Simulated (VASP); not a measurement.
A run of VASP 6.6.1 is set up as follows.

The input INCAR:

```
SYSTEM = Ag
  ALGO = Normal
  EDIFF = 1E-6
  ENCUT = 520
  GGA = PS
  ISIF = 2
  ISMEAR = 0
  LASPH = .TRUE.
  LCHARG = .FALSE.
  LREAL = .FALSE.
  LWAVE = .FALSE.
  NBANDS = 12
  NELM = 60
  PREC = Accurate
  SIGMA = 0.15
```

Contents of KPOINTS:

```
k-points
0
G
  20 20 20
  0 0 0
```

POSCAR

```
Ag
1.0
   -1.6556540000      1.6556540000      1.5232016800
    1.6556540000     -1.6556540000      1.5232016800
    1.6556540000      1.6556540000     -1.5232016800
Ag
1
Direct
    0.0000000000      0.0000000000      0.0000000000
```

Potentials or basis: VASP PAW PBE potentials, release 64 (Ag).

Command:

```sh
$ cat potpaw_PBE.64/Ag/POTCAR > POTCAR
$ mpirun -np 1 vasp_std > vasp.out
```

(1) Estimate the band gap on the k mesh.

(2) Estimate the pressure.

## Answers

(1) zero (an odd number of electrons rules out a gap without spin polarisation).

(2) 0.4 GPa.

Caveat: the cell differs from its parent crystal (strain +0.000 along x and y, -0.080 along z); the PAW data sets were made with another functional, which shifts forces and pressure a little.
